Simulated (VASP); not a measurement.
# Cd2TeO (P4/nmm) in VASP: single point with PBE

Aim: the single point of Cd2TeO with PBE.

Everything below comes from runs of VASP 6.6.1. Logs are shortened: lines on timing, memory, paths and dates and some standing lists are left out, and cuts for length are marked.

## (1) The cell of the first run

The structure is tetragonal, space group P4/nmm (No. 129). The conventional cell has a = 4.379 Å, b = 4.379 Å, c = 8.887 Å, α = 90.00°, β = 90.00°, γ = 90.00°. Within 3.1 Å of Cd (site symmetry -4m2) lie 4 Te at 2.32 Å and 4 Cd at 3.10 Å. Cd (site symmetry 4mm) has 1 Te at 2.29 Å within 3.0 Å. Within 3.0 Å of Te (site symmetry 4mm) lie 5 Cd at 2.29 to 2.32 Å. Within 4.1 Å of O (site symmetry 4mm) lie 9 Cd at 3.12 to 3.46 Å and 5 Te at 3.44 to 3.65 Å.

## (2) Single point, PBE

Input file INCAR:

```
SYSTEM = Cd2TeO
PREC = Accurate ; ENCUT = 600
EDIFF = 1E-6 ; ISMEAR = 0
SIGMA = 0.1 ; LREAL = .False.
LASPH = .True. ; NELM = 120
ALGO = Normal ; ISIF = 2
LWAVE = .False. ; LCHARG = .False.
GGA = PE ; NBANDS = 46
GGA_COMPAT = .False.
```

Input file KPOINTS:

```
Automatic mesh
0
Gamma
  4 4 2
  0 0 0
```

Input file POSCAR:

```
Cd2TeO
1.0
    4.3786926400      0.0000000000      0.0000000000
    0.0000000000      4.3786926400      0.0000000000
    0.0000000000      0.0000000000      8.8868815800
Cd Te O
4 2 2
Direct
    0.5000000000      0.5000000000      0.5000000000
    0.0000000000      0.0000000000      0.5000000000
    0.5000000000      0.0000000000      0.1576360000
    0.0000000000      0.5000000000      0.8423640000
    0.5000000000      0.0000000000      0.4149279900
    0.0000000000      0.5000000000      0.5850720100
    0.0000000000      0.5000000000      0.1978360000
    0.5000000000      0.0000000000      0.8021640000
```

Potentials or basis: VASP PAW PBE potentials, release 64 (Cd, Te, O).

Launch:

```sh
cat potpaw_PBE.64/Cd/POTCAR potpaw_PBE.64/Te/POTCAR potpaw_PBE.64/O/POTCAR > POTCAR
mpirun -np 1 vasp_std > vasp.out
```

OUTCAR:

```text
SYSTEM = Cd2TeO
   PREC = Accurate
   ENCUT = 600
   EDIFF = 1E-6
   ISMEAR = 0
   LREAL = .False.
   LASPH = .True.
   NELM = 120
   ISIF = 2
   GGA = PE

 ion  position               nearest neighbor table
   1  0.500  0.500  0.500-   5 2.32   6 2.32   5 2.32   6 2.32   2 3.10   2 3.10   2 3.10   2 3.10
                             3 3.75   4 3.75   3 3.75   4 3.75
   2  0.000  0.000  0.500-   5 2.32   6 2.32   6 2.32   5 2.32   1 3.10   1 3.10   1 3.10   1 3.10
                             3 3.75   3 3.75   4 3.75   4 3.75
   3  0.500  0.000  0.158-   5 2.29   2 3.75   1 3.75   1 3.75   2 3.75
   4  0.000  0.500  0.842-   6 2.29   2 3.75   1 3.75   2 3.75   1 3.75
   5  0.500  0.000  0.415-   3 2.29   2 2.32   1 2.32   1 2.32   2 2.32   6 3.45   6 3.45   6 3.45
                             6 3.45
   6  0.000  0.500  0.585-   4 2.29   2 2.32   1 2.32   2 2.32   1 2.32   5 3.45   5 3.45   5 3.45
                             5 3.45
   7  0.000  0.500  0.198-
   8  0.500  0.000  0.802-

  LATTYP: Found a simple tetragonal cell.
 ALAT       =     4.3786926400
 C/A-ratio  =     2.0295741927

  Lattice vectors:

 A1 = (   4.3786926400,   0.0000000000,   0.0000000000)
 A2 = (   0.0000000000,   4.3786926400,   0.0000000000)
 A3 = (   0.0000000000,   0.0000000000,   8.8868815800)

Analysis of symmetry for initial positions (statically):
=====================================================================
 Subroutine PRICEL returns:
 Original cell was already a primitive cell.

 Routine SETGRP: Setting up the symmetry group for a
 simple tetragonal supercell.

 Subroutine GETGRP returns: Found 16 space group operations
 (whereof  8 operations were pure point group operations)
 out of a pool of 16 trial point group operations.

The static configuration has the point symmetry D_2d.
 The point group associated with its full space group is D_4h.

Analysis of symmetry for dynamics (positions and initial velocities):
=====================================================================
 Subroutine PRICEL returns:
 Original cell was already a primitive cell.

 Routine SETGRP: Setting up the symmetry group for a
 simple tetragonal supercell.

 Subroutine GETGRP returns: Found 16 space group operations
 (whereof  8 operations were pure point group operations)
 out of a pool of 16 trial point group operations.

The dynamic configuration has the point symmetry D_2d.
 The point group associated with its full space group is D_4h.

 Subroutine INISYM returns: Found 16 space group operations
 (whereof  8 operations are pure point group operations),
 and found     1 'primitive' translations
[... 101 lines left out ...]
   ISYM   =      2    0-nonsym 1-usesym 2-fastsym
   POTIM  = 0.5000    time-step for ionic-motion
   TEBEG  =    0.0;   TEEND  =   0.0 temperature during run
   PSTRESS=    0.0 pullay stress
   NELECT =      72.0000    total number of electrons
   NUPDOWN=      -1.0000    fix difference up-down
   EMIN   =  10.00;   EMAX   =-10.00  energy-range for DOS
   EFERMI =   0.00;   METHOD = LEGACY
   ISMEAR =     0;   SIGMA  =   0.10  broadening in eV -4-tet -1-fermi 0-gaus
   EFERMI_NEDOS =   21; number of points for ismear=-14 and -15
   IALGO  =     38    algorithm
   IMIX   =      4    mixing-type and parameters
     AMIX     =   0.40;   BMIX     =  1.00
     AMIX_MAG =   1.60;   BMIX_MAG =  1.00
  volume/ion in A,a.u.               =      21.30       143.73
  Fermi-wavevector in a.u.,A,eV,Ry     =   1.228494  2.321516 20.533865  1.509196
  Thomas-Fermi vector in A             =   2.363417
   LORBIT       =      0    0 simple, 1 ext, 2 COOP (PROOUT), +10 PAW based schemes
   GGA     = PE    functional components
   LHFCALC =     F    Hartree Fock is set to
   AEXX    =    0.0000 exact exchange contribution
   IVDW    =     0    specifies the selected vdW correction
   LEPSILON=     F    determine dielectric tensor
   LRPA    =     F    only Hartree local field effects (RPA)
 non-spin polarized calculation
 Gauss-broadening in eV      SIGMA  =   0.10
  energy-cutoff  :      600.00
  volume of cell :      170.39
 maximum number of plane-waves:      5724
 NGX is ok and might be reduce to    36
   NGX = 17   NGY = 17   NGZ = 35

 number of electron      71.9999988 magnetization

 Free energy of the ion-electron system (eV)
  ---------------------------------------------------
  ext. energy  EPLUGINS =         0.00000000
  ---------------------------------------------------
  free energy    TOTEN  =        -1.26414909 eV

  energy without entropy =       -1.25113337  energy(sigma->0) =       -1.25764123

 E-fermi :   3.4695     XC(G=0):  -9.8532

 val. band max:        3.4391805396   @ k =   0.2500   0.0000   0.5000
 cond. band min:       3.8859532290   @ k =   0.0000   0.0000   0.0000
 fundamental gap:      0.4467726894
 Fermi energy:         3.4694672638

 k-point     1 :       0.0000    0.0000    0.0000
  band No.  band energies     occupation
      1     -13.2152      2.00000
      2     -12.1449      2.00000
      3     -11.3875      2.00000
      4     -11.3514      2.00000
      5      -8.8286      2.00000
      6      -8.2441      2.00000
[... 577 lines left out ...]
     45      10.9125      0.00000
     46      10.9125      0.00000

------------------------ aborting loop because EDIFF is reached ----------------------------------------

  FORCE on cell =-STRESS in cart. coord.  units (eV):
  Direction    XX          YY          ZZ          XY          YZ          ZX
  --------------------------------------------------------------------------------------
  -------------------------------------------------------------------------------------
  Total       60.9922820     60.9922820     40.6892489      0.0000000      0.0000000      0.0000000
  in kB      573.5181272    573.5181272    382.6061437      0.0000000      0.0000000      0.0000000
  external PRESSURE =     509.8807994 kB  Pullay stress =       0.0000000 kB

 VOLUME and BASIS-vectors are now :
 -----------------------------------------------------------------------------
  energy-cutoff  :      600.00
  volume of cell :      170.39
      direct lattice vectors                 reciprocal lattice vectors
     4.378692640  0.000000000  0.000000000     0.228378670  0.000000000  0.000000000
     0.000000000  4.378692640  0.000000000     0.000000000  0.228378670  0.000000000
     0.000000000  0.000000000  8.886881580     0.000000000  0.000000000  0.112525411

 POSITION                                       TOTAL-FORCE (eV/Angst)
 -----------------------------------------------------------------------------------
      2.18935      2.18935      4.44344        -0.000000      0.000000      0.000000
      0.00000      0.00000      4.44344        -0.000000      0.000000      0.000000
      2.18935      0.00000      1.40089         0.000000      0.000000     -7.853725
      0.00000      2.18935      7.48599        -0.000000      0.000000      7.853725
      2.18935      0.00000      3.68742        -0.000000     -0.000000     -4.831727
      0.00000      2.18935      5.19947        -0.000000      0.000000      4.831727
      0.00000      2.18935      1.75815        -0.000000      0.000000     -0.779163
      2.18935      0.00000      7.12874         0.000000      0.000000      0.779163
 -----------------------------------------------------------------------------------
    total drift:                                0.000000      0.000000      0.000000

  FREE ENERGIE OF THE ION-ELECTRON SYSTEM (eV)
  ---------------------------------------------------
  free  energy   TOTEN  =        -1.2641490906 eV

  energy  without entropy=       -1.2511333690  energy(sigma->0) =       -1.25764123
```

OSZICAR:

```text
N       E                     dE             d eps       ncg     rms          rms(c)
DAV:   1     0.636245158301E+03    0.63625E+03   -0.39285E+04  1104   0.166E+03
DAV:   2     0.340344411488E+02   -0.60221E+03   -0.58018E+03  1198   0.405E+02
DAV:   3    -0.108139053866E+02   -0.44848E+02   -0.44280E+02  1228   0.107E+02
DAV:   4    -0.115101041936E+02   -0.69620E+00   -0.69550E+00  1244   0.121E+01
DAV:   5    -0.115206135586E+02   -0.10509E-01   -0.10509E-01  1298   0.139E+00    0.367E+01
DAV:   6    -0.554861269863E+01    0.59720E+01   -0.52473E+01  1330   0.409E+01    0.362E+01
DAV:   7    -0.224385281703E+01    0.33048E+01   -0.38821E+01  1272   0.152E+01    0.184E+01
DAV:   8    -0.181936040799E+01    0.42449E+00   -0.88452E+00  1308   0.111E+01    0.717E+00
DAV:   9    -0.125234098016E+01    0.56702E+00   -0.22590E+00  1236   0.607E+00    0.103E+00
DAV:  10    -0.126425873023E+01   -0.11918E-01   -0.11754E-01  1146   0.159E+00    0.662E-01
DAV:  11    -0.126427515064E+01   -0.16420E-04   -0.12081E-02  1224   0.456E-01    0.272E-01
DAV:  12    -0.126450507198E+01   -0.22992E-03   -0.54793E-03  1306   0.314E-01    0.173E-01
DAV:  13    -0.126414303119E+01    0.36204E-03   -0.21126E-03  1230   0.168E-01    0.567E-02
DAV:  14    -0.126414648355E+01   -0.34524E-05   -0.10765E-04  1202   0.451E-02    0.341E-02
DAV:  15    -0.126414852343E+01   -0.20399E-05   -0.26874E-05  1236   0.221E-02    0.102E-02
DAV:  16    -0.126414909059E+01   -0.56716E-06   -0.24469E-06   878   0.687E-03
   1 F= -.12641491E+01 E0= -.12576412E+01  d E =-.130157E-01
```

Wall time 2 min (1 thread of Intel Xeon Platinum 8375C at 2.90GHz (Ice Lake), shared host); peak memory 0.34 GiB.

Results:

- Free energy: -1.2641 eV
- Pressure: 51.0 GPa
- Largest force: 7.854 eV/Å
- Band gap on the k mesh: zero (band 36 reaches 3.44 eV, above the bottom of band 37 at 3.16 eV)

Forces on the atoms (eV/Å):
```
Cd   0.000  0.000  0.000
Cd   0.000  0.000  0.000
Cd   0.000  0.000 -7.854
Cd   0.000  0.000  7.854
Te   0.000  0.000 -4.832
Te   0.000  0.000  4.832
O    0.000  0.000 -0.779
O    0.000  0.000  0.779
```

Stress tensor (GPa, compression positive):
```
57.35  0.00  0.00
 0.00 57.35  0.00
 0.00  0.00 38.26
```

Levels at points of the mesh, in eV from the Fermi level:
```tsv
k point	band 32	band 33	band 34	band 35	band 36	band 37	band 38	band 39	band 40	band 41
(0.00, 0.00, 0.00)	-1.22	-0.55	-0.45	-0.45	-0.31	-0.31	0.42	1.08	3.65	5.10
(0.50, 0.00, 0.00)	-0.67	-0.30	-0.30	-0.21	-0.21	0.64	0.64	2.83	2.83	4.13
(0.50, 0.50, 0.00)	-1.08	-0.57	-0.57	-0.11	-0.11	1.51	1.51	3.99	3.99	6.09
(0.00, 0.00, 0.50)	-1.22	-0.54	-0.39	-0.39	-0.31	-0.31	1.40	2.01	3.31	3.63
(0.50, 0.00, 0.50)	-1.19	-0.22	-0.22	-0.12	-0.12	1.45	1.45	1.90	1.90	4.88
(0.50, 0.50, 0.50)	-0.87	-0.74	-0.74	-0.30	-0.30	2.12	2.12	4.31	4.31	5.16
```

Caveat: spin-orbit coupling is left out, which moves the levels of the heavy elements; forces of over 1 eV/Å act on the atoms, so gaps and moduli don't describe the material at rest.
